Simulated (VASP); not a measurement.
Wanted: the native input for a VASP 6.6.1 run.

```
Task                   : single point
Functional             : PBE
Dispersion             : D3(BJ)
Potentials or basis    : VASP PAW PBE potentials, release 64 (H, Si, Cl)
Cutoff                 : 520 eV
k mesh                 : 2 × 2 × 1
Occupations            : gaussian, width 0.02 eV
Spin                   : no spin polarisation
Dipole correction      : no
Further INCAR settings : LREAL = Auto; ALGO = Normal; EDIFF = 1e-07; NBANDS = 55
```

The structure of Si16H5Cl lies in POSCAR:

```
Si16H5Cl
1.0
    7.6791800000      0.0000000000      0.0000000000
    3.8395900000      6.6503650000      0.0000000000
    0.0000000000      0.0000000000     18.4187650000
H Si Cl
5 16 1
Direct
    0.1666666792      0.1666666416      0.0542924566
    0.6666666792      0.1666666416      0.0542924566
    0.1666666416      0.6666667168      0.0542924566
    0.6666666416      0.6666667168      0.0542924566
   -0.0918341563     -0.1104795000      0.3817943820
    0.1666666792      0.1666666416      0.1357311416
    0.6666666792      0.1666666416      0.1357311416
    0.1666666416      0.6666667168      0.1357311416
    0.6666666416      0.6666667168      0.1357311416
   -0.1661690377      0.3316960798      0.1755251777
    0.3350396264      0.3351173958      0.1800006678
   -0.1660138205      0.8343093950      0.1768795031
    0.3323966350      0.8333799724      0.1769396591
   -0.1796479850      0.3101407216      0.3022427399
    0.3168461356      0.2944805285      0.3102211250
   -0.2026130535      0.8330712675      0.3024423190
    0.3227362067      0.8310698736      0.3044845298
    0.0180400126      0.0127379475      0.3700525524
    0.4921331647     -0.0240580780      0.3675567824
   -0.0276760576      0.4962853919      0.3410603805
    0.4715788462      0.4848989492      0.3140998867
   -0.0334160176      0.5043251010      0.4548681196
```

These files were run (other wordings do the same):

INCAR

```
ALGO = Normal ; EDIFF = 1E-7
ENCUT = 520 ; GGA = PE
ISIF = 2 ; ISMEAR = 0
IVDW = 12 ; LASPH = True
LCHARG = False ; LREAL = Auto
LWAVE = False ; NBANDS = 55
NELM = 60 ; PREC = Accurate
SIGMA = 0.02
```

KPOINTS

```
k-points
0
Gamma
  2 2 1
```

Potentials or basis: VASP PAW PBE potentials, release 64 (H, Si, Cl).

Run with:

```sh
$ cat potpaw_PBE.64/H/POTCAR potpaw_PBE.64/Si/POTCAR potpaw_PBE.64/Cl/POTCAR > POTCAR
$ mpirun -np 1 vasp_std > vasp.out
```

Results of the run:

```json
{
 "Largest force": "0.183 eV/Å",
 "Band gap on the k mesh": "0.43 eV (least direct gap 0.49 eV)",
 "Dispersion energy per atom": "-0.187 eV"
}
```

Caveat: the k points lie up to 0.47 Å⁻¹ apart; there is no dipole correction, which matters where the two faces differ.

It took 6.5 min on 1 thread of Intel(R) Xeon(R) 6975P-C (Granite Rapids) (shared host), peak memory 0.96 GiB.
